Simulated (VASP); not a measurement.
Runs of VASP 6.6.1 on TlCl. The structure is that of space group Pm-3m (No. 221), or close to it. The cells are those of the table. 

| task | level | spin | cell | k mesh | cutoff (eV) | smearing | grid for exact exchange (PRECFOCK) | screening parameter | gap on the mesh (eV) | pressure (GPa) |
| --- | --- | --- | --- | --- | --- | --- | --- | --- | --- | --- |
| dielectric tensor | r2SCAN | off | a = 3.839 Å, 2 atoms | 6 × 6 × 6 | 440 | gaussian 0.01 eV | - | - | (b) | - |
| single point | HSE06 | off | a = 3.839 Å, 2 atoms | 4 × 4 × 4 | 400 | gaussian 0.01 eV | Normal | 0.2079 1/Å | (a) | 0.8 |
| single point | PBE0 | off | a = 3.839 Å, 2 atoms | 4 × 4 × 4 | 400 | gaussian 0.01 eV | Normal | - | 3.54 | 0.6 |
| single point | PBE | non-collinear, zero start, SOC | a = 3.839 Å, 2 atoms | 6 × 6 × 6 | 500 | gaussian 0.01 eV | - | - | - | 1.0 |
| relaxation of cell and atoms | PBE | off | relaxed from a = 3.042 Å, 2 atoms | 8 × 8 × 8 | 500 | fermi-dirac 0.02 eV | - | - | 2.16 | 0.0 |

Alike in all rows: potentials or basis VASP PAW PBE potentials, release 64 (Tl_d, Cl).

Question: Estimate the missing entries.

Answer: (a) 2.85; (b) 2.52.

Caveats: spin-orbit coupling is left out, which moves the levels of the heavy elements (some runs); the PAW data sets were made with another functional, which shifts forces and pressure a little (some runs).

A k mesh can miss the band edges, and rows without SOC leave out spin-orbit coupling on Tl.
